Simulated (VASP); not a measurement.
# SrO (F-43m) in VASP: further runs

The runs below take SrO through single point, with PBEsol.

Everything below comes from runs of VASP 6.6.1. Logs are shortened: lines on timing, memory, paths and dates and some standing lists are left out, and cuts for length are marked.

## 1. The cell of the first run

The structure is cubic, space group F-43m (No. 216). The conventional cell has a = 5.501 Å, b = 5.501 Å, c = 5.501 Å, α = 90.00°, β = 90.00°, γ = 90.00°. Sr (site symmetry -43m) has 4 O at 2.38 Å within 3.1 Å. O (site symmetry -43m) has 4 Sr at 2.38 Å within 3.1 Å.

## 2. Single point, PBEsol (volume scaled by 0.980)

INCAR reads:

```
ALGO = Normal
EDIFF = 1E-7
ENCUT = 520
GGA = PS
ISIF = 2
ISMEAR = 0
LASPH = T
LCHARG = T
LELF = T
LREAL = F
LVHAR = T
LWAVE = F
NBANDS = 15
NELM = 100
PREC = Accurate
SIGMA = 0.05
```

KPOINTS reads:

```
k-points
0
Gamma
  10 10 10
```

POSCAR reads:

```
SrO
1.0
    0.0000000000      2.7507406121      2.7507406121
    2.7507406121      0.0000000000      2.7507406121
    2.7507406121      2.7507406121      0.0000000000
Sr O
1 1
Direct
    0.0000000000      0.0000000000      0.0000000000
    0.2500000000      0.2500000000      0.2500000000
```

Potentials or basis: VASP PAW PBE potentials, release 64 (Sr_sv, O).

The run is started by

```console
cat potpaw_PBE.64/Sr_sv/POTCAR potpaw_PBE.64/O/POTCAR > POTCAR
mpirun -np 1 vasp_std > vasp.out
```

OUTCAR:

```text
EDIFF = 1E-7
   ENCUT = 520
   GGA = PS
   ISIF = 2
   ISMEAR = 0
   LASPH = T
   LREAL = F
   NELM = 100
   PREC = Accurate

 ion  position               nearest neighbor table
   1  0.000  0.000  0.000-   2 2.38   2 2.38   2 2.38   2 2.38
   2  0.250  0.250  0.250-   1 2.38   1 2.38   1 2.38   1 2.38

  LATTYP: Found a face centered cubic cell.
 ALAT       =     5.5014812242

  Lattice vectors:

 A1 = (   0.0000000000,   2.7507406121,   2.7507406121)
 A2 = (   2.7507406121,   0.0000000000,   2.7507406121)
 A3 = (   2.7507406121,   2.7507406121,   0.0000000000)

Analysis of symmetry for initial positions (statically):
=====================================================================
 Subroutine PRICEL returns:
 Original cell was already a primitive cell.

 Routine SETGRP: Setting up the symmetry group for a
 face centered cubic supercell.

 Subroutine GETGRP returns: Found 24 space group operations
 (whereof 24 operations were pure point group operations)
 out of a pool of 48 trial point group operations.

The static configuration has the point symmetry T_d .

Analysis of symmetry for dynamics (positions and initial velocities):
=====================================================================
 Subroutine PRICEL returns:
 Original cell was already a primitive cell.

 Routine SETGRP: Setting up the symmetry group for a
 face centered cubic supercell.

 Subroutine GETGRP returns: Found 24 space group operations
 (whereof 24 operations were pure point group operations)
 out of a pool of 48 trial point group operations.

The dynamic configuration has the point symmetry T_d .

 Subroutine INISYM returns: Found 24 space group operations
 (whereof 24 operations are pure point group operations),
 and found     1 'primitive' translations

----------------------------------------------------------------------------------------

                                     Primitive cell

  volume of cell :      41.6274

  direct lattice vectors                    reciprocal lattice vectors
     0.000000000  2.750740612  2.750740612    -0.181769229  0.181769229  0.181769229
     2.750740612  0.000000000  2.750740612     0.181769229 -0.181769229  0.181769229
     2.750740612  2.750740612  0.000000000     0.181769229  0.181769229 -0.181769229

  length of vectors
     3.890134680  3.890134680  3.890134680     0.314833540  0.314833540  0.314833540

  position of ions in fractional coordinates (direct lattice)
     0.000000000  0.000000000  0.000000000
     0.250000000  0.250000000  0.250000000

  ion indices of the primitive-cell ions
   primitive index   ion index
                 1           1
                 2           2

----------------------------------------------------------------------------------------

 KPOINTS: k-points

Automatic generation of k-mesh.
 Grid dimensions read from file:
 generate k-points for:   10   10   10

 Generating k-lattice:

  Cartesian coordinates                     Fractional coordinates (reciprocal lattice)
    -0.018176923  0.018176923  0.018176923     0.100000000  0.000000000  0.000000000
     0.018176923 -0.018176923  0.018176923     0.000000000  0.100000000  0.000000000
     0.018176923  0.018176923 -0.018176923     0.000000000  0.000000000  0.100000000

  Length of vectors
     0.031483354  0.031483354  0.031483354

  Shift w.r.t. Gamma in fractional coordinates (k-lattice)
     0.000000000  0.000000000  0.000000000

 Subroutine IBZKPT returns following result:
 ===========================================

 Found     47 irreducible k-points:

 Following reciprocal coordinates:
            Coordinates               Weight
  0.000000  0.000000  0.000000      1.000000
  0.100000  0.000000  0.000000      8.000000
  0.200000  0.000000  0.000000      8.000000
  0.300000  0.000000  0.000000      8.000000
  0.400000  0.000000  0.000000      8.000000
  0.500000  0.000000  0.000000      4.000000
[... 16 lines left out ...]
  0.300000  0.300000  0.000000      6.000000
  0.400000  0.300000  0.000000     24.000000
 [... further k-points ...]
   k-points           NKPTS =     47   k-points in BZ     NKDIM =     47   number of bands    NBANDS=     15
   number of dos      NEDOS =    301   number of ions     NIONS =      2
   total plane-waves  NPLWV =  27000
   dimension x,y,z NGX =    30 NGY =   30 NGZ =   30
   dimension x,y,z NGXF=    60 NGYF=   60 NGZF=   60
   ions per type =               1   1
   NGX,Y,Z   is equivalent  to a cutoff of  12.82, 12.82, 12.82 a.u.
   NGXF,Y,Z  is equivalent  to a cutoff of  25.64, 25.64, 25.64 a.u.
 SYSTEM =  unknown system
   PREC   = accura    normal or accurate (medium, high low for compatibility)
   ISTART =      0    job   : 0-new  1-cont  2-samecut
   ICHARG =      2    charge: 1-file 2-atom 10-const
   ISPIN  =      1    spin polarized calculation?
   LNONCOLLINEAR =      F non collinear calculations
   LSORBIT =      F    spin-orbit coupling
   LASPH  =      T    aspherical Exc in radial PAW
   ENCUT  =  520.0 eV  38.22 Ry    6.18 a.u.   7.23  7.23  7.23*2*pi/ulx,y,z
   NELM   =    100;   NELMIN=  2; NELMDL= -5     # of ELM steps
   EDIFF  = 0.1E-06   stopping-criterion for ELM
   LREAL  =      F    real-space projection
   EDIFFG = 0.1E-05   stopping-criterion for IOM
   NSW    =      0    number of steps for IOM
   IBRION =     -1    ionic relax: 0-MD 1-quasi-New 2-CG
   NFREE  =      0    steps in history (QN), initial steepest desc. (CG)
   ISIF   =      2    stress and relaxation
   ISYM   =      2    0-nonsym 1-usesym 2-fastsym
   POTIM  = 0.5000    time-step for ionic-motion
   TEBEG  =    0.0;   TEEND  =   0.0 temperature during run
   PSTRESS=    0.0 pullay stress
   NELECT =      16.0000    total number of electrons
   NUPDOWN=      -1.0000    fix difference up-down
   EMIN   =  10.00;   EMAX   =-10.00  energy-range for DOS
   EFERMI =   0.00;   METHOD = LEGACY
   ISMEAR =     0;   SIGMA  =   0.05  broadening in eV -4-tet -1-fermi 0-gaus
   EFERMI_NEDOS =   21; number of points for ismear=-14 and -15
   IALGO  =     38    algorithm
   IMIX   =      4    mixing-type and parameters
     AMIX     =   0.40;   BMIX     =  1.00
     AMIX_MAG =   1.60;   BMIX_MAG =  1.00
  volume/ion in A,a.u.               =      20.81       140.46
  Fermi-wavevector in a.u.,A,eV,Ry     =   1.190297  2.249334 19.276815  1.416806
  Thomas-Fermi vector in A             =   2.326384
   LORBIT       =      0    0 simple, 1 ext, 2 COOP (PROOUT), +10 PAW based schemes
   GGA     = PS    functional components
   LHFCALC =     F    Hartree Fock is set to
   AEXX    =    0.0000 exact exchange contribution
   IVDW    =     0    specifies the selected vdW correction
   LEPSILON=     F    determine dielectric tensor
   LRPA    =     F    only Hartree local field effects (RPA)
 non-spin polarized calculation
 Gauss-broadening in eV      SIGMA  =   0.05
  energy-cutoff  :      520.00
  volume of cell :       41.63
 maximum number of plane-waves:      1139
 NGX is ok and might be reduce to    30
   NGX = 15   NGY = 15   NGZ = 15

 number of electron      15.9999997 magnetization

 Free energy of the ion-electron system (eV)
  ---------------------------------------------------
  ext. energy  EPLUGINS =         0.00000000
  ---------------------------------------------------
  free energy    TOTEN  =       -12.26360129 eV

  energy without entropy =      -12.26360129  energy(sigma->0) =      -12.26360129

 E-fermi :   0.6469     XC(G=0):  -9.0470

 val. band max:        0.3124448482   @ k =  -0.3000   0.5000   0.2000
 cond. band min:       2.8220582448   @ k =   0.0000   0.0000   0.0000
 fundamental gap:      2.5096133966
 Fermi energy:         0.6468654229

 k-point     1 :       0.0000    0.0000    0.0000
  band No.  band energies     occupation
      1     -31.6237      2.00000
      2     -14.4403      2.00000
      3     -13.5154      2.00000
      4     -13.5154      2.00000
      5     -13.5154      2.00000
      6      -0.6467      2.00000
      7      -0.6467      2.00000
      8      -0.6467      2.00000
      9       2.8221      0.00000
     10       8.5196      0.00000
     11       8.5196      0.00000
     12       9.9404      0.00000
     13       9.9404      0.00000
     14       9.9404      0.00000
     15      15.5699      0.00000

 k-point     2 :       0.1000    0.0000    0.0000
  band No.  band energies     occupation
      1     -31.6164      2.00000
      2     -14.6861      2.00000
      3     -13.5256      2.00000
      4     -13.5256      2.00000
      5     -13.2967      2.00000
      6      -0.7200      2.00000
      7      -0.6078      2.00000
      8      -0.6078      2.00000
      9       3.1784      0.00000
     10       8.2712      0.00000
     11       8.2712      0.00000
     12       9.6931      0.00000
     13      10.2409      0.00000
     14      10.2409      0.00000
     15      14.5167      0.00000

 k-point     3 :       0.2000    0.0000    0.0000
  band No.  band energies     occupation
      1     -31.5973      2.00000
      2     -15.1080      2.00000
      3     -13.5521      2.00000
      4     -13.5521      2.00000
      5     -12.9509      2.00000
      6      -0.7911      2.00000
      7      -0.5108      2.00000
      8      -0.5108      2.00000
      9       4.0050      0.00000
     10       7.9484      0.00000
     11       7.9484      0.00000
     12       9.1495      0.00000
     13      10.6535      0.00000
     14      10.6535      0.00000
     15      13.2514      0.00000
[... 343 lines left out ...]
 k-point    23 :       0.3000    0.3000    0.0000
  band No.  band energies     occupation
      1     -31.5567      2.00000
      2     -15.6432      2.00000
      3     -13.6952      2.00000
      4     -13.6952      2.00000
      5     -12.3993      2.00000
      6      -1.1941      2.00000
      7      -0.0503      2.00000
      8      -0.0503      2.00000
      9       5.2763      0.00000
     10       5.8560      0.00000
     11       9.5161      0.00000
     12      10.0412      0.00000
     13      10.5746      0.00000
     14      10.5746      0.00000
     15      14.8930      0.00000

 k-point    24 :       0.4000    0.3000    0.0000
  band No.  band energies     occupation
      1     -31.5414      2.00000
      2     -15.8025      2.00000
      3     -13.7615      2.00000
      4     -13.7255      2.00000
      5     -12.2506      2.00000
      6      -1.1486      2.00000
      7       0.0586      2.00000
      8       0.0668      2.00000
      9       5.1660      0.00000
     10       6.0678      0.00000
     11       9.5221      0.00000
     12      10.0565      0.00000
     13      10.6809      0.00000
     14      10.9045      0.00000
     15      13.9450      0.00000

 [... further k-points ...]

------------------------ aborting loop because EDIFF is reached ----------------------------------------

  FORCE on cell =-STRESS in cart. coord.  units (eV):
  Direction    XX          YY          ZZ          XY          YZ          ZX
  --------------------------------------------------------------------------------------
  -------------------------------------------------------------------------------------
  Total        0.5148123      0.5148123      0.5148123      0.0000000      0.0000000      0.0000000
  in kB       19.8143847     19.8143847     19.8143847      0.0000000      0.0000000      0.0000000
  external PRESSURE =      19.8143847 kB  Pullay stress =       0.0000000 kB

 VOLUME and BASIS-vectors are now :
 -----------------------------------------------------------------------------
  energy-cutoff  :      520.00
  volume of cell :       41.63
      direct lattice vectors                 reciprocal lattice vectors
     0.000000000  2.750740612  2.750740612    -0.181769229  0.181769229  0.181769229
     2.750740612  0.000000000  2.750740612     0.181769229 -0.181769229  0.181769229
     2.750740612  2.750740612  0.000000000     0.181769229  0.181769229 -0.181769229

 POSITION                                       TOTAL-FORCE (eV/Angst)
 -----------------------------------------------------------------------------------
      0.00000      0.00000      0.00000        -0.000000      0.000000      0.000000
      1.37537      1.37537      1.37537         0.000000     -0.000000     -0.000000
 -----------------------------------------------------------------------------------
    total drift:                               -0.000000     -0.000000     -0.000000

  FREE ENERGIE OF THE ION-ELECTRON SYSTEM (eV)
  ---------------------------------------------------
  free  energy   TOTEN  =       -12.2636012876 eV

  energy  without entropy=      -12.2636012876  energy(sigma->0) =      -12.26360129
```

It took 56 s on 1 thread of AMD EPYC 7R43 (Zen 3), shared host; peak memory 0.15 GiB.

Results:

```
Free energy            : -12.2636 eV
Pressure               : 2.0 GPa
Band gap on the k mesh : 2.51 eV, indirect (least direct gap 3.47 eV)
```

Levels at points of the mesh, in eV from the valence-band top:
| k point | band 5 | band 6 | band 7 | band 8 | band 9 | band 10 | band 11 | band 12 |
| --- | --- | --- | --- | --- | --- | --- | --- | --- |
| (0.00, 0.00, 0.00) | -13.83 | -0.96 | -0.96 | -0.96 | 2.51 | 8.21 | 8.21 | 9.63 |
| (0.50, 0.00, 0.00) | -12.79 | -0.74 | -0.61 | -0.61 | 5.32 | 7.23 | 7.74 | 7.74 |
| (0.50, 0.50, 0.00) | -12.42 | -1.56 | -0.01 | -0.01 | 4.57 | 5.77 | 9.92 | 10.23 |

Caveat: the PAW data sets were made with another functional, which shifts forces and pressure a little. A k mesh can miss the band edges.

(Part 1 of 2 ends here.)
